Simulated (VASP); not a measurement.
Input of a VASP 6.6.1 run:

The input INCAR:

```
SYSTEM = H4CO
PREC     = Accurate       ! precision mode
ENCUT    = 520            ! plane-wave cutoff, eV
EDIFF    = 1E-7           ! SCF threshold, eV
ISMEAR   = -1             ! smearing method
SIGMA    = 0.02           ! smearing width, eV
LREAL    = Auto         
LASPH    = .True.         ! aspherical terms in the spheres
NELM     = 60             ! most SCF steps
ALGO     = Normal         ! electronic algorithm
ISIF     = 2              ! what is computed and relaxed
LWAVE    = .False.        ! write WAVECAR
LCHARG   = .False.        ! write CHGCAR
GGA      = PE             ! functional
IVDW     = 12             ! dispersion correction
NBANDS   = 66             ! bands
```

KPOINTS

```
regular mesh
0
Gamma
  1 1 1
  0 0 0
```

The input POSCAR:

```
H4CO
1.0
    7.3803230000      0.0000000000      0.0000000000
    0.0000000000      7.3803230000      0.0000000000
    0.0000000000      0.0000000000      7.3803230000
C O H
6 6 24
Direct
    0.4571751128      0.5094085991      0.9189164214
    0.8638104321      0.1821735986      0.1333410475
    0.8924135163      0.4573512568      0.6776126194
    0.6262463039      0.8915192465      0.6902272434
    0.0439818149      0.7375422458      0.2356536428
    0.4036273209      0.3332238982      0.4784749936
    0.2857463013      0.4256453274      0.9298644517
    0.6867450110      0.0991284528      0.1119192209
    0.9954577869      0.5840394790      0.7792748366
    0.7279627192      0.8552471213      0.8492988721
    0.1379885406      0.5608697614      0.2340412472
    0.4501699993      0.4974850017      0.3972183873
    0.4397639507      0.6429257906      0.9707163223
    0.2875348410      0.2973718088      0.9455954706
    0.5600025907      0.4468368119      1.0097119056
    0.5018344048      0.5003846038      0.7809956285
    0.8611953704      0.3284138106      0.0902670520
    0.7134782583      0.0236168525     -0.0096743733
    0.9164504047      0.1586515929      0.2745408297
    0.9680877111      0.1244118990      0.0412583568
    0.7871742199      0.5259254913      0.5898522328
    1.1141788781      0.5378897373      0.8076069299
    0.9890082047      0.4090064893      0.5819122009
    0.8270776225      0.3581550564      0.7697901569
    0.4976475962      0.9448366962      0.7417968021
    0.8439468029      0.7850469417      0.8364403563
    0.6789269250      1.0122050214      0.6331430210
    0.6134013376      0.7734756324      0.6035101716
   -0.0410144651      0.7393307854      0.3644013954
    0.1597762049      0.5158310822      0.1110926988
    0.1391402517      0.8414401375      0.2226054334
   -0.0501875053      0.7383010202      0.1199405500
    0.5103841661      0.2873993455      0.5650972186
    0.3466108462      0.5328764066      0.3242405515
    0.2773862336      0.3401341649      0.5571842858
    0.4033156814      0.2290008174      0.3630057926
```

Potentials or basis: VASP PAW PBE potentials, release 64 (C, O, H).

The run is started by

```console
$ cat potpaw_PBE.64/C/POTCAR potpaw_PBE.64/O/POTCAR potpaw_PBE.64/H/POTCAR > POTCAR
$ mpirun -np 1 vasp_gam > vasp.out
```

(1) Predict the band gap on the k mesh.

(2) Estimate the pressure.

Answers

(1) 4.21 eV.

(2) 0.6 GPa.

Caveat: the k points lie up to 0.85 Å⁻¹ apart.
